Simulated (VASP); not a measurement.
# La (Fd-3m) in VASP: notebook

Runs on La. Level: PBE. Tasks: single point.

Program: VASP 6.6.1. These are calculated values, not measurements. Logs are shortened: lines on timing, memory, paths and dates and some standing lists are left out, and cuts for length are marked.

### Step 1. The cell of the first run

Symmetry: Fd-3m, No. 227, cubic system. Conventional cell: a = 5.040 Å, b = 5.040 Å, c = 5.040 Å, α = 90.00°, β = 90.00°, γ = 90.00°. Within 2.9 Å of La (site symmetry -43m) lie 4 La at 2.18 Å.

This isn't the form of La at room conditions, which is double hcp.

### Step 2. Single point, PBE (16.00 Å³/atom)

INCAR reads:

```
PREC = Accurate
ENCUT = 520
EDIFF = 1E-7
ISMEAR = -1
SIGMA = 0.05
LREAL = F
LASPH = T
NELM = 60
ALGO = Normal
ISIF = 2
LWAVE = F
LCHARG = F
GGA = PE
NBANDS = 18
```

KPOINTS reads:

```
regular mesh
0
Gamma
  9 9 9
```

POSCAR reads:

```
La
1.0
    0.0000000000      2.5198690908      2.5198690908
    2.5198690908      0.0000000000      2.5198690908
    2.5198690908      2.5198690908      0.0000000000
La
2
Direct
   -0.1250000000     -0.1250000000     -0.1250000000
    0.1250000000      0.1250000000      0.1250000000
```

Potentials or basis: VASP PAW PBE potentials, release 64 (La).

Launch:

```sh
cat potpaw_PBE.64/La/POTCAR > POTCAR
mpirun -np 1 vasp_std > vasp.out
```

OUTCAR:

```text
PREC = Accurate
   ENCUT = 520
   EDIFF = 1E-7
   ISMEAR = -1
   LREAL = F
   LASPH = T
   NELM = 60
   ISIF = 2
   GGA = PE

 ion  position               nearest neighbor table
   1  0.875  0.875  0.875-   2 2.18   2 2.18   2 2.18   2 2.18
   2  0.125  0.125  0.125-   1 2.18   1 2.18   1 2.18   1 2.18

  LATTYP: Found a face centered cubic cell.
 ALAT       =     5.0397381816

  Lattice vectors:

 A1 = (   0.0000000000,   2.5198690908,   2.5198690908)
 A2 = (   2.5198690908,   0.0000000000,   2.5198690908)
 A3 = (   2.5198690908,   2.5198690908,   0.0000000000)

Analysis of symmetry for initial positions (statically):
=====================================================================
 Subroutine PRICEL returns:
 Original cell was already a primitive cell.

 Routine SETGRP: Setting up the symmetry group for a
 face centered cubic supercell.

 Subroutine GETGRP returns: Found 48 space group operations
 (whereof 12 operations were pure point group operations)
 out of a pool of 48 trial point group operations.

The static configuration has the point symmetry D_3d.
 The point group associated with its full space group is O_h .

Analysis of symmetry for dynamics (positions and initial velocities):
=====================================================================
 Subroutine PRICEL returns:
 Original cell was already a primitive cell.

 Routine SETGRP: Setting up the symmetry group for a
 face centered cubic supercell.

 Subroutine GETGRP returns: Found 48 space group operations
 (whereof 12 operations were pure point group operations)
 out of a pool of 48 trial point group operations.

The dynamic configuration has the point symmetry D_3d.
 The point group associated with its full space group is O_h .

 Subroutine INISYM returns: Found 48 space group operations
 (whereof 12 operations are pure point group operations),
 and found     1 'primitive' translations

----------------------------------------------------------------------------------------

                                     Primitive cell

  volume of cell :      32.0010

  direct lattice vectors                    reciprocal lattice vectors
     0.000000000  2.519869091  2.519869091    -0.198423006  0.198423006  0.198423006
     2.519869091  0.000000000  2.519869091     0.198423006 -0.198423006  0.198423006
     2.519869091  2.519869091  0.000000000     0.198423006  0.198423006 -0.198423006

  length of vectors
     3.563633044  3.563633044  3.563633044     0.343678728  0.343678728  0.343678728

  position of ions in fractional coordinates (direct lattice)
     0.875000000  0.875000000  0.875000000
     0.125000000  0.125000000  0.125000000

  ion indices of the primitive-cell ions
   primitive index   ion index
                 1           1
                 2           2

----------------------------------------------------------------------------------------

 KPOINTS: regular mesh

Automatic generation of k-mesh.
 Grid dimensions read from file:
 generate k-points for:    9    9    9

 Generating k-lattice:

  Cartesian coordinates                     Fractional coordinates (reciprocal lattice)
    -0.022047001  0.022047001  0.022047001     0.111111111  0.000000000  0.000000000
     0.022047001 -0.022047001  0.022047001     0.000000000  0.111111111  0.000000000
     0.022047001  0.022047001 -0.022047001     0.000000000  0.000000000  0.111111111

  Length of vectors
     0.038186525  0.038186525  0.038186525

  Shift w.r.t. Gamma in fractional coordinates (k-lattice)
     0.000000000  0.000000000  0.000000000

 Subroutine IBZKPT returns following result:
 ===========================================

 Found     35 irreducible k-points:

 Following reciprocal coordinates:
            Coordinates               Weight
  0.000000  0.000000  0.000000      1.000000
  0.111111  0.000000  0.000000      8.000000
  0.222222  0.000000  0.000000      8.000000
  0.333333  0.000000  0.000000      8.000000
  0.444444  0.000000  0.000000      8.000000
  0.111111  0.111111  0.000000      6.000000
[... 16 lines left out ...]
 -0.333333  0.333333  0.000000     12.000000
  0.444444  0.444444  0.000000      6.000000
 [... further k-points ...]
   k-points           NKPTS =     35   k-points in BZ     NKDIM =     35   number of bands    NBANDS=     18
   number of dos      NEDOS =    301   number of ions     NIONS =      2
   total plane-waves  NPLWV =  21952
   dimension x,y,z NGX =    28 NGY =   28 NGZ =   28
   dimension x,y,z NGXF=    56 NGYF=   56 NGZF=   56
   ions per type =               2
   NGX,Y,Z   is equivalent  to a cutoff of  13.06, 13.06, 13.06 a.u.
   NGXF,Y,Z  is equivalent  to a cutoff of  26.12, 26.12, 26.12 a.u.
 SYSTEM =  unknown system
   PREC   = accura    normal or accurate (medium, high low for compatibility)
   ISTART =      0    job   : 0-new  1-cont  2-samecut
   ICHARG =      2    charge: 1-file 2-atom 10-const
   ISPIN  =      1    spin polarized calculation?
   LNONCOLLINEAR =      F non collinear calculations
   LSORBIT =      F    spin-orbit coupling
   LASPH  =      T    aspherical Exc in radial PAW
   ENCUT  =  520.0 eV  38.22 Ry    6.18 a.u.   6.63  6.63  6.63*2*pi/ulx,y,z
   NELM   =     60;   NELMIN=  2; NELMDL= -5     # of ELM steps
   EDIFF  = 0.1E-06   stopping-criterion for ELM
   LREAL  =      F    real-space projection
   EDIFFG = 0.1E-05   stopping-criterion for IOM
   NSW    =      0    number of steps for IOM
   IBRION =     -1    ionic relax: 0-MD 1-quasi-New 2-CG
   NFREE  =      0    steps in history (QN), initial steepest desc. (CG)
   ISIF   =      2    stress and relaxation
   ISYM   =      2    0-nonsym 1-usesym 2-fastsym
   POTIM  = 0.5000    time-step for ionic-motion
   TEBEG  =    0.0;   TEEND  =   0.0 temperature during run
   PSTRESS=    0.0 pullay stress
   NELECT =      22.0000    total number of electrons
   NUPDOWN=      -1.0000    fix difference up-down
   EMIN   =  10.00;   EMAX   =-10.00  energy-range for DOS
   EFERMI =   0.00;   METHOD = LEGACY
   ISMEAR =    -1;   SIGMA  =   0.05  broadening in eV -4-tet -1-fermi 0-gaus
   EFERMI_NEDOS =   21; number of points for ismear=-14 and -15
   IALGO  =     38    algorithm
   IMIX   =      4    mixing-type and parameters
     AMIX     =   0.40;   BMIX     =  1.00
     AMIX_MAG =   1.60;   BMIX_MAG =  1.00
  volume/ion in A,a.u.               =      16.00       107.98
  Fermi-wavevector in a.u.,A,eV,Ry     =   1.444867  2.730402 28.404059  2.087639
  Thomas-Fermi vector in A             =   2.563113
   LORBIT       =      0    0 simple, 1 ext, 2 COOP (PROOUT), +10 PAW based schemes
   GGA     = PE    functional components
   LHFCALC =     F    Hartree Fock is set to
   AEXX    =    0.0000 exact exchange contribution
   IVDW    =     0    specifies the selected vdW correction
   LEPSILON=     F    determine dielectric tensor
   LRPA    =     F    only Hartree local field effects (RPA)
 non-spin polarized calculation
  energy-cutoff  :      520.00
  volume of cell :       32.00
 maximum number of plane-waves:       889
   NGX = 13   NGY = 13   NGZ = 13

 number of electron      21.9999999 magnetization

 Free energy of the ion-electron system (eV)
  ---------------------------------------------------
  ext. energy  EPLUGINS =         0.00000000
  ---------------------------------------------------
  free energy    TOTEN  =        10.19544817 eV

  energy without entropy =       10.20362360  energy(sigma->0) =       10.19953588

 E-fermi :  17.9665     XC(G=0): -13.1710

 val. band max:       17.8266815328   @ k =   0.3333   0.3333   0.0000
 cond. band min:      17.9962145313   @ k =   0.4444   0.1111   0.0000
 fundamental gap:      0.1695329985
 Fermi energy:        17.9664878487

 k-point     1 :       0.0000    0.0000    0.0000
  band No.  band energies     occupation
      1     -19.1588      2.00000
      2      -6.8789      2.00000
      3      -1.6692      2.00000
      4      -1.6692      2.00000
      5      -1.6692      2.00000
      6       4.2056      2.00000
[... 10 lines left out ...]
     17      20.8535      0.00000
     18      24.2854      0.00000

 k-point     2 :       0.1111    0.0000    0.0000
  band No.  band energies     occupation
      1     -19.0050      2.00000
      2      -7.7571      2.00000
      3      -1.8345      2.00000
      4      -1.8345      2.00000
      5      -1.1513      2.00000
      6       4.4907      2.00000
[... 10 lines left out ...]
     17      20.8750      0.00000
     18      24.2089      0.00000

 k-point     3 :       0.2222    0.0000    0.0000
  band No.  band energies     occupation
      1     -18.5635      2.00000
      2      -9.5004      2.00000
      3      -2.2006      2.00000
      4      -2.2006      2.00000
      5      -0.5406      2.00000
      6       5.1528      2.00000
[... 10 lines left out ...]
     17      21.0467      0.00000
     18      23.4188      0.00000

 k-point     4 :       0.3333    0.0000    0.0000
  band No.  band energies     occupation
      1     -17.9204      2.00000
      2     -11.2197      2.00000
      3      -2.5529      2.00000
      4      -2.5529      2.00000
      5      -0.3675      2.00000
      6       5.8176      2.00000
[... 375 lines left out ...]
      4      -3.6578      2.00000
      5       2.8837      2.00000
      6       5.0120      2.00000
[... 10 lines left out ...]
     17      21.9562      0.00000
     18      22.0868      0.00000

 k-point    23 :      -0.3333    0.3333    0.0000
  band No.  band energies     occupation
      1     -16.2374      2.00000
      2     -13.8615      2.00000
      3      -4.5451      2.00000
      4      -3.3894      2.00000
      5       2.5722      2.00000
      6       6.2302      2.00000
[... 10 lines left out ...]
     17      21.9692      0.00000
     18      22.5669      0.00000

 k-point    24 :       0.4444    0.4444    0.0000
  band No.  band energies     occupation
      1     -15.9432      2.00000
      2     -14.2297      2.00000
      3      -3.9205      2.00000
      4      -3.9205      2.00000
      5       3.1678      2.00000
      6       3.2783      2.00000
[... 10 lines left out ...]
     17      21.5237      0.00000
     18      22.1760      0.00000

 [... further k-points ...]

------------------------ aborting loop because EDIFF is reached ----------------------------------------

  FORCE on cell =-STRESS in cart. coord.  units (eV):
  Direction    XX          YY          ZZ          XY          YZ          ZX
  --------------------------------------------------------------------------------------
  -------------------------------------------------------------------------------------
  Total       57.3707634     57.3707634     57.3707634      0.0000000     -0.0000000      0.0000000
  in kB     2872.3494669   2872.3494669   2872.3494669      0.0000000     -0.0000000      0.0000000
  external PRESSURE =    2872.3494669 kB  Pullay stress =       0.0000000 kB

 VOLUME and BASIS-vectors are now :
 -----------------------------------------------------------------------------
  energy-cutoff  :      520.00
  volume of cell :       32.00
      direct lattice vectors                 reciprocal lattice vectors
     0.000000000  2.519869091  2.519869091    -0.198423006  0.198423006  0.198423006
     2.519869091  0.000000000  2.519869091     0.198423006 -0.198423006  0.198423006
     2.519869091  2.519869091  0.000000000     0.198423006  0.198423006 -0.198423006

 POSITION                                       TOTAL-FORCE (eV/Angst)
 -----------------------------------------------------------------------------------
      4.40977      4.40977      4.40977        -0.000000     -0.000000     -0.000000
      0.62997      0.62997      0.62997         0.000000      0.000000      0.000000
 -----------------------------------------------------------------------------------
    total drift:                                0.000000     -0.000000     -0.000000

  FREE ENERGIE OF THE ION-ELECTRON SYSTEM (eV)
  ---------------------------------------------------
  free  energy   TOTEN  =        10.1954481696 eV

  energy  without entropy=       10.2036235978  energy(sigma->0) =       10.19953588
```

Wall time 76 s (1 thread of Intel Xeon 8259CL, shared host); peak memory 0.18 GiB.

What came out:

```
Free energy            : 10.1954 eV
Pressure               : 287.2 GPa
Band gap on the k mesh : zero (bands 11 and 12 overlap by 1.02 eV)
```

Levels at points of the mesh, in eV from the Fermi level:
```
           k point  band 8  band 9  band 10  band 11  band 12  band 13  band 14  band 15
(0.00, 0.00, 0.00)  -13.76   -2.86    -1.66    -1.66     0.82     0.82     0.82     2.89
```

Caveat: the cell stands under pressure; spin-orbit coupling is left out, which moves the levels of the heavy elements.

### Step 3. Single point, PBE (21.58 Å³/atom)

This run uses another cell than the first one, of 21.58 Å³/atom.

INCAR reads:

```
SYSTEM = La
PREC = Accurate ; ENCUT = 520
EDIFF = 1E-6 ; ISMEAR = -1
SIGMA = 0.05 ; LREAL = .FALSE.
LASPH = .TRUE. ; NELM = 60
ALGO = Normal ; ISIF = 2
LWAVE = .FALSE. ; LCHARG = .TRUE.
GGA = PE ; LELF = .TRUE.
LVHAR = .TRUE. ; NBANDS = 18
```

KPOINTS reads:

```
Automatic mesh
0
G
  9 9 9
  0 0 0
```

POSCAR reads:

```
La
1.0
    0.0000000000      2.7841833080      2.7841833080
    2.7841833080      0.0000000000      2.7841833080
    2.7841833080      2.7841833080      0.0000000000
La
2
Direct
   -0.1250000000     -0.1250000000     -0.1250000000
    0.1250000000      0.1250000000      0.1250000000
```

Potentials or basis: VASP PAW PBE potentials, release 64 (La).

Launch:

```sh
cat potpaw_PBE.64/La/POTCAR > POTCAR
mpirun -np 1 vasp_std > vasp.out
```

OUTCAR:

```text
SYSTEM = La
   PREC = Accurate
   ENCUT = 520
   EDIFF = 1E-6
   ISMEAR = -1
   LREAL = .FALSE.
   LASPH = .TRUE.
   NELM = 60
   ISIF = 2
   GGA = PE

 ion  position               nearest neighbor table
   1  0.875  0.875  0.875-   2 2.41   2 2.41   2 2.41   2 2.41
   2  0.125  0.125  0.125-   1 2.41   1 2.41   1 2.41   1 2.41

  LATTYP: Found a face centered cubic cell.
 ALAT       =     5.5683666160

  Lattice vectors:

[... 692 lines left out ...]

------------------------ aborting loop because EDIFF is reached ----------------------------------------

  FORCE on cell =-STRESS in cart. coord.  units (eV):
  Direction    XX          YY          ZZ          XY          YZ          ZX
  --------------------------------------------------------------------------------------
  -------------------------------------------------------------------------------------
  Total       26.4579764     26.4579764     26.4579764     -0.0000000      0.0000000      0.0000000
  in kB      982.0729200    982.0729200    982.0729200     -0.0000000      0.0000000      0.0000000
  external PRESSURE =     982.0729200 kB  Pullay stress =       0.0000000 kB

 VOLUME and BASIS-vectors are now :
 -----------------------------------------------------------------------------
  energy-cutoff  :      520.00
  volume of cell :       43.16
      direct lattice vectors                 reciprocal lattice vectors
     0.000000000  2.784183308  2.784183308    -0.179585877  0.179585877  0.179585877
     2.784183308  0.000000000  2.784183308     0.179585877 -0.179585877  0.179585877
     2.784183308  2.784183308  0.000000000     0.179585877  0.179585877 -0.179585877

 POSITION                                       TOTAL-FORCE (eV/Angst)
 -----------------------------------------------------------------------------------
      4.87232      4.87232      4.87232         0.000000     -0.000000      0.000000
      0.69605      0.69605      0.69605        -0.000000      0.000000     -0.000000
 -----------------------------------------------------------------------------------
    total drift:                               -0.000000      0.000000      0.000000

  FREE ENERGIE OF THE ION-ELECTRON SYSTEM (eV)
  ---------------------------------------------------
  free  energy   TOTEN  =        -2.0834117672 eV

  energy  without entropy=       -2.0778291244  energy(sigma->0) =       -2.08062045
```

Wall time 84 s (1 thread of Intel Xeon 8259CL, shared host); peak memory 0.19 GiB.

What came out:

```
Free energy            : -2.0834 eV
Pressure               : 98.2 GPa
Band gap on the k mesh : zero (bands 11 and 12 overlap by 0.01 eV)
```

Levels at points of the mesh, in eV from the Fermi level:
```csv
k point,band 9,band 10,band 11,band 12,band 13,band 14
"(0.00, 0.00, 0.00)",-2.23,-1.20,-1.20,1.24,1.24,1.24
```

Caveat: the cell stands under pressure; spin-orbit coupling is left out, which moves the levels of the heavy elements.

### Step 4. Single point, PBE (21.58 Å³/atom)

This run uses another cell than the first one, of 21.58 Å³/atom.

INCAR reads:

```
PREC = Accurate ; ENCUT = 520
EDIFF = 1E-6 ; ISMEAR = -1
SIGMA = 0.05 ; LREAL = F
LASPH = T ; NELM = 60
ALGO = Normal ; ISIF = 2
LWAVE = F ; LCHARG = F
GGA = PE ; NBANDS = 18
```

KPOINTS reads:

```
regular mesh
0
Gamma
  9 9 9
```

POSCAR is that of step 3.

Launch:

```sh
cat potpaw_PBE.64/La/POTCAR > POTCAR
mpirun -np 1 vasp_std > vasp.out
```

Wall time 69 s (1 thread of Intel Xeon 8259CL, shared host); peak memory 0.19 GiB.

The run converged. Its results:

```yaml
Free_energy: -2.0834 eV
Pressure: 98.2 GPa
Band_gap_on_the_k_mesh: zero (bands 11 and 12 overlap by 0.01 eV)
```

Levels at points of the mesh, in eV from the Fermi level:
| k point | band 8 | band 9 | band 10 | band 11 | band 12 | band 13 | band 14 | band 15 |
| --- | --- | --- | --- | --- | --- | --- | --- | --- |
| (0.00, 0.00, 0.00) | -14.05 | -2.23 | -1.20 | -1.20 | 1.24 | 1.24 | 1.24 | 2.62 |

Caveat: the cell stands under pressure; spin-orbit coupling is left out, which moves the levels of the heavy elements.
